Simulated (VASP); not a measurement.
## Ca5SiP2: single point with PBE

Crystal: Ca5SiP2.

```
Ca Si P
1.0
     4.91364    0.00000    0.00000
     0.00000    4.91364    0.00000
     0.00000    0.00000   11.53293
Ca Si P
5 1 2
Direct
  0.00000 0.50000 0.23203
  0.50000 0.00000 0.23203
  0.00000 0.50000 0.76797
  0.50000 0.00000 0.76797
  0.00000 0.00000 0.50000
  0.50000 0.50000 0.00000
  0.00000 0.50000 0.00000
  0.50000 0.00000 0.00000
```

The cell was built from a structure type or drawn by symmetry, and may not be a known phase.

```json
{
  "Program": "VASP 6.6.1",
  "Task": "single point",
  "Functional": "PBE",
  "Potentials or basis": "VASP PAW PBE potentials, release 64 (Ca_sv, Si, P)",
  "Cutoff": "520 eV",
  "k mesh": "8 × 8 × 4",
  "Occupations": "gaussian, width 0.1 eV",
  "Spin": "no spin polarisation",
  "Dipole correction": "no",
  "Further INCAR settings": "ALGO = Normal; EDIFF = 1e-06; NBANDS = 42"
}
```

- Pressure: 0.0 GPa
- Largest force: 0.012 eV/Å
- Band gap on the k mesh: zero (bands 32 and 33 overlap by 0.57 eV)

Forces in eV/Å, atoms in the order of the input:
```
Ca   0.000  0.000  0.012
Ca   0.000  0.000  0.012
Ca   0.000  0.000 -0.012
Ca   0.000  0.000 -0.012
Ca   0.000  0.000  0.000
Si   0.000  0.000  0.000
P    0.000  0.000  0.000
P    0.000  0.000  0.000
```

Stress tensor (GPa, compression positive):
```
-0.01  0.00  0.00
 0.00 -0.01  0.00
 0.00  0.00  0.09
```

Levels at points of the mesh, in eV from the Fermi level:
| k point | band 28 | band 29 | band 30 | band 31 | band 32 | band 33 | band 34 | band 35 | band 36 | band 37 |
| --- | --- | --- | --- | --- | --- | --- | --- | --- | --- | --- |
| (0.00, 0.00, 0.00) | -1.54 | -1.29 | -0.65 | -0.11 | 0.01 | 0.01 | 0.29 | 0.98 | 1.20 | 1.20 |
| (0.50, 0.00, 0.00) | -1.43 | -1.37 | -1.18 | -0.52 | -0.34 | 0.14 | 0.66 | 0.90 | 1.44 | 1.57 |
| (0.50, 0.50, 0.00) | -0.72 | -0.48 | -0.08 | -0.08 | -0.07 | 0.24 | 0.42 | 0.42 | 0.95 | 1.02 |
| (0.00, 0.00, 0.50) | -2.28 | -1.31 | -0.39 | -0.18 | 0.00 | 0.00 | 0.44 | 1.09 | 1.29 | 1.31 |
| (0.50, 0.00, 0.50) | -1.46 | -1.37 | -0.88 | -0.70 | -0.69 | -0.03 | 0.46 | 1.20 | 1.44 | 1.68 |
| (0.50, 0.50, 0.50) | -0.72 | -0.48 | -0.04 | 0.12 | 0.12 | 0.24 | 0.24 | 0.25 | 0.84 | 0.99 |

Wall time 8 min on 1 thread of Intel(R) Xeon(R) Platinum 8375C CPU @ 2.90GHz (Ice Lake), with other jobs on the host, peak memory 0.67 GiB.
